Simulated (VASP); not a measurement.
NbAg3: relaxation of cell and atoms with PBE

The system is NbAg3.

```xyz
4
Lattice="4.1247 0.0000 0.0000 -2.0623 3.5721 0.0000 0.0000 0.0000 5.1761" Properties=species:S:1:pos:R:3 pbc="T T T"
Nb    0.0000    0.0000    2.5881
Ag    0.0000    0.0000    0.0000
Ag    2.0623    1.1907    0.0000
Ag    0.0000    2.3814    0.0000
```

The cell was generated, and may not be a known phase.

```yaml
Program: VASP 6.6.1
Task: relaxation of cell and atoms
Functional: PBE
Potentials_or_basis: VASP PAW PBE potentials, release 64 (Nb_sv, Ag)
Cutoff: 600 eV
k_mesh: 6 × 6 × 4
Occupations: gaussian, width 0.1 eV
Spin: no spin polarisation
Dipole_correction: no
Further_INCAR_settings: ALGO = Normal; EDIFF = 1e-07; IBRION = 2; EDIFFG = -0.04; NSW = 90; ISIF = 3
```

```yaml
Relaxed_volume: 24.55 Å³/atom
Relaxed_cell: a = 4.749 Å, b = 4.749 Å, c = 5.027 Å, α = 90.00°, β = 90.00°, γ = 120.00°
Space_group_after_relaxing_to_0.1_Å: P6/mmm (No. 191)
Energy_gained_by_relaxing: 913.7 meV/atom
Ionic_steps: 10
Pressure_after_relaxing: 0.1 GPa
Band_gap_on_the_k_mesh: zero (bands 23 and 24 overlap by 1.14 eV)
```

Step by step:
```
step  energy change (eV)  largest force (eV/Å)  pressure (GPa)  volume (Å³)
   1              0.0000                0.0000           46.06        76.26
   2             -1.2025                0.0000           -8.21       149.89
   3             -3.5657                0.0000           -3.16       104.46
   4             -3.5801                0.0000           -2.43       103.11
   5             -3.5857                0.0000           -1.53       101.61
   6             -3.5850                0.0000           -1.87       102.15
   7             -3.6532                0.0000           -0.55        99.25
   8             -3.6543                0.0000           -0.33        98.88
   9             -3.6543                0.0000           -0.29        98.81
  10             -3.6549                0.0000            0.13        98.19
```

Final structure:
```
Nb Ag
1.0
     4.74940    0.00000    0.00000
    -2.37470    4.11310    0.00000
     0.00000    0.00000    5.02666
Nb Ag
1 3
Direct
  0.00000 0.00000 0.50000
  0.00000 0.00000 0.00000
  0.66667 0.33333 0.00000
  0.33333 0.66667 0.00000
```

Levels at points of the mesh, in eV from the Fermi level:
```
           k point  band 21  band 22  band 23  band 24  band 25  band 26
(0.00, 0.00, 0.00)    -0.05    -0.01    -0.01     0.74     0.93     0.93
(0.50, 0.00, 0.00)    -2.34    -0.06     0.50     0.54     0.87     0.92
(0.00, 0.00, 0.50)    -2.76    -0.68    -0.11    -0.11     0.15     0.15
(0.50, 0.00, 0.50)    -2.22    -0.99    -0.71    -0.61     0.54     0.80
```

Wall time 19 min on 1 thread of AMD EPYC 7R13, on a shared host, peak memory 0.23 GiB.

Caveat: the volume moved by over 15 % at a fixed basis, so the end points are rough.
